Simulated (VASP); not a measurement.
# Zr2HS4 in VASP: single point with PBE+D3(BJ)

Aim: the single point of Zr2HS4 with PBE+D3(BJ).

Program: VASP 6.6.1. These are calculated values, not measurements. Logs are shortened: lines on timing, memory, paths and dates and some standing lists are left out, and cuts for length are marked.

### Step 1. The cell of the first run

The cell holds a slab with vacuum, 14 atoms: a = 7.298 Å, b = 7.298 Å, c = 20.917 Å, α = 90.00°, β = 90.00°, γ = 120.00°.

### Step 2. Single point, PBE+D3(BJ)

INCAR

```
PREC = Accurate ; ENCUT = 400
EDIFF = 1E-6 ; ISMEAR = 0
SIGMA = 0.05 ; LREAL = False
LASPH = True ; NELM = 120
ALGO = Normal ; ISIF = 2
LWAVE = False ; LCHARG = True
LDIPOL = True ; IDIPOL = 3
DIPOL = 0.5 0.5 0.276 ; GGA = PE
IVDW = 12 ; LELF = True
LVHAR = True ; LVACPOTAV = True
NBANDS = 62 ; GGA_COMPAT = False
NELMDL = -8
```

KPOINTS

```
Automatic mesh
0
Gamma
  6 6 1
```

POSCAR

```
Zr2HS4
1.0
    7.2976778227      0.0000000000      0.0000000000
   -3.6488389114      6.3199743831      0.0000000000
    0.0000000000      0.0000000000     20.9171506047
S Zr H
8 4 2
Direct
    0.3333333333      0.1666666667      0.1912306354
    0.3333333333      0.6666666667      0.1912306354
    0.8333333333      0.1666666667      0.1912306354
    0.8333333333      0.6666666667      0.1912306354
    0.1666666667      0.3333333333      0.3306927762
    0.1666666667      0.8333333333      0.3306927762
    0.6666666667      0.3333333333      0.3306927762
    0.6666666667      0.8333333333      0.3306927762
    0.0000000000      0.0000000000      0.2609617058
    0.0000000000      0.5000000000      0.2609617058
    0.5000000000      0.0000000000      0.2609617058
    0.5000000000      0.5000000000      0.2609617058
    0.2285069591      0.7714930409      0.3675046736
    0.4381597076      0.5618402924      0.3675046736
```

Potentials or basis: VASP PAW PBE potentials, release 64 (S, Zr_sv, H).

Run with:

```
cat potpaw_PBE.64/S/POTCAR potpaw_PBE.64/Zr_sv/POTCAR potpaw_PBE.64/H/POTCAR > POTCAR
mpirun -np 1 vasp_std > vasp.out
```

OUTCAR:

```text
PREC = Accurate
   ENCUT = 400
   EDIFF = 1E-6
   ISMEAR = 0
   LREAL = False
   LASPH = True
   NELM = 120
   ISIF = 2
   GGA = PE
   IVDW = 12
   NELMDL = -8
 IVDW          = 12

 ion  position               nearest neighbor table
   1  0.333  0.167  0.191-   9 2.56  12 2.56  11 2.56
   2  0.333  0.667  0.191-  10 2.56  11 2.56  12 2.56
   3  0.833  0.167  0.191-  11 2.56  10 2.56   9 2.56
   4  0.833  0.667  0.191-  12 2.56   9 2.56  10 2.56
   5  0.167  0.333  0.331-  12 2.56   9 2.56  10 2.56
   6  0.167  0.833  0.331-  13 1.10  11 2.56  10 2.56   9 2.56
   7  0.667  0.333  0.331-  10 2.56  11 2.56  12 2.56
   8  0.667  0.833  0.331-   9 2.56  12 2.56  11 2.56
   9  0.000  0.000  0.261-   1 2.56   8 2.56   5 2.56   4 2.56   6 2.56   3 2.56  12 3.65  12 3.65
                            11 3.65  11 3.65  10 3.65  10 3.65
  10  0.000  0.500  0.261-   2 2.56   7 2.56   6 2.56   3 2.56   4 2.56   5 2.56  11 3.65  11 3.65
                            12 3.65  12 3.65   9 3.65   9 3.65
  11  0.500  0.000  0.261-   3 2.56   6 2.56   2 2.56   7 2.56   1 2.56   8 2.56  10 3.65  10 3.65
                             9 3.65   9 3.65  12 3.65  12 3.65
  12  0.500  0.500  0.261-  14 2.36   5 2.56   4 2.56   8 2.56   1 2.56   2 2.56   7 2.56   9 3.65
                             9 3.65  10 3.65  10 3.65  11 3.65  11 3.65
  13  0.229  0.771  0.368-   6 1.10
  14  0.438  0.562  0.368-  12 2.36

  LATTYP: Found a hexagonal cell.
 ALAT       =     7.2976778227
 C/A-ratio  =     2.8662748771

  Lattice vectors:

 A1 = (   7.2976778227,   0.0000000000,   0.0000000000)
 A2 = (  -3.6488389114,   6.3199743831,   0.0000000000)
 A3 = (   0.0000000000,   0.0000000000,  20.9171506047)

Analysis of symmetry for initial positions (statically):
=====================================================================
 Subroutine PRICEL returns:
 Original cell was already a primitive cell.

 Routine SETGRP: Setting up the symmetry group for a
 hexagonal supercell.

 Subroutine GETGRP returns: Found  2 space group operations
 (whereof  2 operations were pure point group operations)
 out of a pool of 24 trial point group operations.

The static configuration has the point symmetry C_1h.

Analysis of symmetry for dynamics (positions and initial velocities):
=====================================================================
 Subroutine PRICEL returns:
 Original cell was already a primitive cell.

 Routine SETGRP: Setting up the symmetry group for a
 hexagonal supercell.

 Subroutine GETGRP returns: Found  2 space group operations
 (whereof  2 operations were pure point group operations)
 out of a pool of 24 trial point group operations.

The dynamic configuration has the point symmetry C_1h.

 Subroutine INISYM returns: Found  2 space group operations
 (whereof  2 operations are pure point group operations),
 and found     1 'primitive' translations

----------------------------------------------------------------------------------------

                                     Primitive cell

  volume of cell :     964.7228

  direct lattice vectors                    reciprocal lattice vectors
     7.297677823  0.000000000  0.000000000     0.137029891  0.079114245  0.000000000
    -3.648838911  6.319974383  0.000000000     0.000000000  0.158228489  0.000000000
     0.000000000  0.000000000 20.917150605     0.000000000  0.000000000  0.047807659

  length of vectors
     7.297677823  7.297677823 20.917150605     0.158228489  0.158228489  0.047807659

  position of ions in fractional coordinates (direct lattice)
     0.333333333  0.166666667  0.191230635
     0.333333333  0.666666667  0.191230635
     0.833333333  0.166666667  0.191230635
     0.833333333  0.666666667  0.191230635
     0.166666667  0.333333333  0.330692776
     0.166666667  0.833333333  0.330692776
     0.666666667  0.333333333  0.330692776
     0.666666667  0.833333333  0.330692776
     0.000000000  0.000000000  0.260961706
     0.000000000  0.500000000  0.260961706
     0.500000000  0.000000000  0.260961706
     0.500000000  0.500000000  0.260961706
     0.228506959  0.771493041  0.367504674
     0.438159708  0.561840292  0.367504674

  ion indices of the primitive-cell ions
[... 35 lines left out ...]
     0.000000000  0.000000000  0.000000000

 Subroutine IBZKPT returns following result:
 ===========================================

 Found     13 irreducible k-points:

 Following reciprocal coordinates:
            Coordinates               Weight
  0.000000  0.000000  0.000000      1.000000
  0.166667  0.000000  0.000000      4.000000
 -0.166667  0.166667  0.000000      2.000000
  0.333333  0.000000  0.000000      4.000000
 -0.333333  0.333333  0.000000      2.000000
  0.500000  0.000000  0.000000      2.000000
  0.500000  0.500000  0.000000      1.000000
  0.166667  0.166667  0.000000      2.000000
 -0.166667  0.333333  0.000000      4.000000
  0.333333  0.166667  0.000000      4.000000
 -0.166667  0.500000  0.000000      4.000000
  0.500000  0.333333  0.000000      4.000000
  0.333333  0.333333  0.000000      2.000000
   k-points           NKPTS =     13   k-points in BZ     NKDIM =     13   number of bands    NBANDS=     62
   number of dos      NEDOS =    301   number of ions     NIONS =     14
   total plane-waves  NPLWV = 322560
   dimension x,y,z NGX =    48 NGY =   48 NGZ =  140
   dimension x,y,z NGXF=    96 NGYF=   96 NGZF=  280
   ions per type =               8   4   2
   NGX,Y,Z   is equivalent  to a cutoff of  10.93, 10.93, 11.13 a.u.
   NGXF,Y,Z  is equivalent  to a cutoff of  21.87, 21.87, 22.25 a.u.
 SYSTEM =  unknown system
   PREC   = accura    normal or accurate (medium, high low for compatibility)
   ISTART =      0    job   : 0-new  1-cont  2-samecut
   ICHARG =      2    charge: 1-file 2-atom 10-const
   ISPIN  =      1    spin polarized calculation?
   LNONCOLLINEAR =      F non collinear calculations
   LSORBIT =      F    spin-orbit coupling
   LASPH  =      T    aspherical Exc in radial PAW
   ENCUT  =  400.0 eV  29.40 Ry    5.42 a.u.  11.90 11.90 34.11*2*pi/ulx,y,z
   NELM   =    120;   NELMIN=  2; NELMDL= -8     # of ELM steps
   EDIFF  = 0.1E-05   stopping-criterion for ELM
   LREAL  =      F    real-space projection
   EDIFFG = 0.1E-04   stopping-criterion for IOM
   NSW    =      0    number of steps for IOM
   IBRION =     -1    ionic relax: 0-MD 1-quasi-New 2-CG
   NFREE  =      0    steps in history (QN), initial steepest desc. (CG)
   ISIF   =      2    stress and relaxation
   ISYM   =      2    0-nonsym 1-usesym 2-fastsym
   POTIM  = 0.5000    time-step for ionic-motion
   TEBEG  =    0.0;   TEEND  =   0.0 temperature during run
   PSTRESS=    0.0 pullay stress
   NELECT =      98.0000    total number of electrons
   NUPDOWN=      -1.0000    fix difference up-down
   EMIN   =  10.00;   EMAX   =-10.00  energy-range for DOS
   EFERMI =   0.00;   METHOD = LEGACY
   ISMEAR =     0;   SIGMA  =   0.05  broadening in eV -4-tet -1-fermi 0-gaus
   EFERMI_NEDOS =   21; number of points for ismear=-14 and -15
   IALGO  =     38    algorithm
   IMIX   =      4    mixing-type and parameters
     AMIX     =   0.40;   BMIX     =  1.00
     AMIX_MAG =   1.60;   BMIX_MAG =  1.00
  volume/ion in A,a.u.               =      68.91       465.02
  Fermi-wavevector in a.u.,A,eV,Ry     =   0.763864  1.443494  7.938838  0.583488
  Thomas-Fermi vector in A             =   1.863639
   LORBIT       =      0    0 simple, 1 ext, 2 COOP (PROOUT), +10 PAW based schemes
   GGA     = PE    functional components
   LHFCALC =     F    Hartree Fock is set to
   AEXX    =    0.0000 exact exchange contribution
   IVDW    =    12    specifies the selected vdW correction
   LEPSILON=     F    determine dielectric tensor
   LRPA    =     F    only Hartree local field effects (RPA)
 non-spin polarized calculation
 Gauss-broadening in eV      SIGMA  =   0.05
  energy-cutoff  :      400.00
  volume of cell :      964.72
 maximum number of plane-waves:     17598
   NGX = 23   NGY = 23   NGZ = 69

 number of electron      98.0000013 magnetization

 dipolmoment           0.000000      0.000000     -0.256991 electrons x Angstroem

 Free energy of the ion-electron system (eV)
  ---------------------------------------------------
  ext. energy  EPLUGINS =         0.00000000
  ---------------------------------------------------
  free energy    TOTEN  =       -88.11098412 eV

  energy without entropy =      -88.10123289  energy(sigma->0) =      -88.10610850

 E-fermi :  -1.8143     XC(G=0):  -3.2124

 val. band max:       -1.8428775417   @ k =   0.5000   0.3333   0.0000
 cond. band min:      -1.7970135209   @ k =   0.1667   0.0000   0.0000
 fundamental gap:      0.0458640208
 Fermi energy:        -1.8142568622

 k-point     1 :       0.0000    0.0000    0.0000
  band No.  band energies     occupation
      1     -51.6617      2.00000
      2     -51.6170      2.00000
      3     -51.5695      2.00000
      4     -51.5607      2.00000
      5     -29.8715      2.00000
      6     -29.8701      2.00000
[... 821 lines left out ...]
     60       0.6011      0.00000
     61       0.6357      0.00000
 [bands above 61 left out]

------------------------ aborting loop because EDIFF is reached ----------------------------------------

 Edisp (eV)   -3.12270

 E8    (eV) :    -1.3920

  FORCE on cell =-STRESS in cart. coord.  units (eV):
  Direction    XX          YY          ZZ          XY          YZ          ZX
  --------------------------------------------------------------------------------------
  -------------------------------------------------------------------------------------
  Total       4.41259     1.32600     9.40707    -2.67306    -3.08075     5.33602
  in kB       7.32827     2.20217    15.62292    -4.43933    -5.11640     8.86187
  external pressure =        8.38 kB  Pullay stress =        0.00 kB

 VOLUME and BASIS-vectors are now :
 -----------------------------------------------------------------------------
  energy-cutoff  :      400.00
  volume of cell :      964.72
      direct lattice vectors                 reciprocal lattice vectors
     7.297677823  0.000000000  0.000000000     0.137029891  0.079114245  0.000000000
    -3.648838911  6.319974383  0.000000000     0.000000000  0.158228489  0.000000000
     0.000000000  0.000000000 20.917150605     0.000000000  0.000000000  0.047807659

 POSITION                                       TOTAL-FORCE (eV/Angst)
 -----------------------------------------------------------------------------------
      1.82442      1.05333      4.00000        -0.136788     -0.053829      0.052108
     -0.00000      4.21332      4.00000        -0.097277      0.056163      0.028024
      5.47326      1.05333      4.00000         0.148220     -0.085575     -0.039504
      3.64884      4.21332      4.00000        -0.021777      0.145376      0.052108
      0.00000      2.10666      6.91715        -0.476898      0.301461      0.798601
     -1.82442      5.26665      6.91715        -7.000346      4.041652     -7.302894
      3.64884      2.10666      6.91715         0.096919     -0.055956      0.308444
      1.82442      5.26665      6.91715        -0.499522      0.262275      0.798601
      0.00000      0.00000      5.45858        -0.863824      0.498729     -0.823799
     -1.82442      3.15999      5.45858         0.135159     -1.155760     -0.960388
      3.64884      0.00000      5.45858         1.068497      0.460829     -0.960388
      1.82442      3.15999      5.45858         0.165574     -0.095594      0.092548
     -1.14748      4.87582      7.68715         7.164065     -4.136175      9.092071
      1.14748      3.55082      7.68715         0.317997     -0.183596     -1.135531
 -----------------------------------------------------------------------------------
    total drift:                               -0.000123      0.000071      0.000517

  FREE ENERGIE OF THE ION-ELECTRON SYSTEM (eV)
  ---------------------------------------------------
  free  energy   TOTEN  =       -91.2336845476 eV

  energy  without entropy=      -91.2239333188  energy(sigma->0) =      -91.22880893

 vacuum level on the upper side and lower side of the slab         2.567         3.576
```

Run time: 22 min. Hardware: 1 thread of Intel Xeon Platinum 8375C at 2.90GHz (Ice Lake), shared host; peak memory 0.91 GiB.

Results:

```
Free energy                : -91.2337 eV
Largest force              : 12.292 eV/Å
Band gap on the k mesh     : zero (band 49 reaches -1.73 eV, above the bottom of band 50 at -1.93 eV)
Dispersion energy per atom : -0.223 eV
```

Forces in eV/Å, atoms in the order of the input:
```
S   -0.137 -0.054  0.052
S   -0.097  0.056  0.028
S    0.148 -0.086 -0.040
S   -0.022  0.145  0.052
S   -0.477  0.301  0.799
S   -7.000  4.042 -7.303
S    0.097 -0.056  0.308
S   -0.500  0.262  0.799
Zr  -0.864  0.499 -0.824
Zr   0.135 -1.156 -0.960
Zr   1.068  0.461 -0.960
Zr   0.166 -0.096  0.093
H    7.164 -4.136  9.092
H    0.318 -0.184 -1.136
```
